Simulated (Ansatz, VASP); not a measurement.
## One calculation of ReSbN, two programs

```
Re Sb N
1.0
     3.43212    0.00000    0.00000
     0.00000    3.43212    0.00000
     0.00000    0.00000    8.59263
Re Sb N
2 2 2
Direct
  0.00000 0.50000 0.87324
  0.50000 0.00000 0.12676
  0.00000 0.50000 0.33346
  0.50000 0.00000 0.66654
  0.00000 0.00000 0.00000
  0.50000 0.50000 0.00000
```

Alike in both runs: task relaxation of cell and atoms; functional LDA; k mesh 8 × 8 × 3; occupations fermi-dirac, width 0.05 eV; no spin polarisation; Hubbard terms Re d U = 1.0 eV.

```csv
,VASP,Ansatz
version,VASP 6.6.1,Ansatz 0.2.0
potentials or method,"VASP PAW LDA potentials, release 64 (Re, Sb, N)",Ansatz PAW
plane-wave cutoff (eV),600,420
valence electrons in the cell,34,70
```

Ansatz gave:

| Property | Result |
| --- | --- |
| gap on the k mesh at the Fermi level, each at its own relaxed structure (eV) | none |
| relaxed volume (Å³/atom) | 15.87 |
| relaxed cell length with the largest relative difference (Å) | 3.367 |

Q: Estimate VASP's values.

A: gap on the k mesh at the Fermi level, each at its own relaxed structure (eV): none; relaxed volume (Å³/atom): 16.00; relaxed cell length with the largest relative difference (Å): 3.380.

LDA's correlation is that of Perdew and Zunger in VASP and of Perdew and Wang (1992) in Ansatz. The programs project onto different local orbitals, so the same U acts differently, and such runs can settle in different states. A gap of «none» marks a metal or a gap that the smearing closes. VASP's potentials hold 34 valence electrons a cell and Ansatz's 70, so a difference there can come from the potentials and not from the codes.

Spin-orbit coupling is off throughout. Noted on Ansatz's run: the plane-wave basis is chosen anew once the cell has moved, so the energies of steps on either side of that aren't comparable.
